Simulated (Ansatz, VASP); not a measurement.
# LaTe: VASP beside Ansatz

File INCAR:

```
PREC     = Accurate       # precision mode
ENCUT    = 520            # plane-wave cutoff, eV
EDIFF    = 1E-8           # SCF threshold, eV
ISMEAR   = -1             # smearing method
SIGMA    = 0.08           # smearing width, eV
LREAL    = F              # projectors in reciprocal space
LASPH    = T              # aspherical terms in the spheres
NELM     = 80             # most SCF steps
ALGO     = Normal         # electronic algorithm
ISIF     = 2              # what is computed and relaxed
LWAVE    = F              # write WAVECAR
LCHARG   = F              # write CHGCAR
LEFG     = T            
NBANDS   = 16             # bands
```

The input KPOINTS:

```
Automatic mesh
0
Gamma
  10 10 10
```

The input POSCAR:

```
LaTe
1.0
    0.0000000000      3.2110000000      3.2752200000
    3.2110000000      0.0000000000      3.2752200000
    3.2110000000      3.2110000000      0.0000000000
La Te
1 1
Direct
    0.0000000000      0.0000000000      0.0000000000
    0.5000000000      0.5000000000      0.5000000000
```

Input for Ansatz:

```yaml
crystal:
  lattice:
    - [0.0, 3.211, 3.27522]
    - [3.211, 0.0, 3.27522]
    - [3.211, 3.211, 0.0]
  atoms:
    - { symbol: La, position: [0.0, 0.0, 0.0] }
    - { symbol: Te, position: [0.5, 0.5, 0.5] }
kpoints:
  mp_grid: { grid: [10, 10, 10] }
scf:
  occupations: { method: fermi_dirac, width: 0.08 }
hamiltonian:
  xc: lda
  pseudopotentials: { kind: all_electron, datasets: crystal }
output:
  forces: true
  stress: true
  eigenvalues: true
  efg: { contact_densities: true }
```

Change from the starting cell: zz strain of +2 %, crystal datasets.

Alike in both runs: task electric field gradients; functional LDA; k mesh 10 × 10 × 10; occupations fermi-dirac, width 0.08 eV; no spin polarisation.

|  | VASP | Ansatz |
| --- | --- | --- |
| version | VASP 6.6.1 | Ansatz 0.2.0 |
| potentials or method | VASP PAW LDA potentials, release 64 (La, Te), cutoff 520 eV | all-electron PAW with datasets made for the crystal, scalar-relativistic |

|  | VASP | Ansatz | Ansatz less VASP |
| --- | --- | --- | --- |
| pressure (GPa) | -3.1 | -3.1 | -0.01 |
| traceless stress, the component that is largest in VASP (GPa) | -1.53 | -1.53 | +0.005 |
| size of Vzz on the site where it differs most (V/Å²) | 27.5 | 28.4 | +0.88 |

LDA's correlation is that of Perdew and Zunger in VASP and of Perdew and Wang (1992) in Ansatz. Ansatz ran all-electron here, and VASP with PAW potentials.

Spin-orbit coupling is off throughout.
